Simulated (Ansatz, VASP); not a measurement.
**Two plane-wave programs on BaO**

```
Ba O
1.0
     0.00000    2.81431    2.81431
     2.81431    0.00000    2.81431
     2.81431    2.81431    0.00000
Ba O
1 1
Direct
  0.00000 0.00000 0.00000
  0.50000 0.50000 0.50000
```

Alike in both runs: task single point; functional PBE; k mesh 6 × 6 × 6; no spin polarisation.

|  | VASP | Ansatz |
| --- | --- | --- |
| version | VASP 6.6.1 | Ansatz 0.2.0 |
| potentials or method | VASP PAW PBE potentials, release 64 (Ba_sv, O) | plane waves, PAW |
| plane-wave cutoff (eV) | 600 | 420 |
| occupations | gaussian, width 0.01 eV | fixed |
| valence electrons in the cell | 16 | 16 |

Ansatz gave:

```
gap on the k mesh at the Fermi level (eV) : 2.19
pressure (GPa)                            : -1.9
```

What did VASP give for the same quantities?

gap on the k mesh at the Fermi level (eV): 2.13; pressure (GPa): -0.6.

Spin-orbit coupling is off throughout.
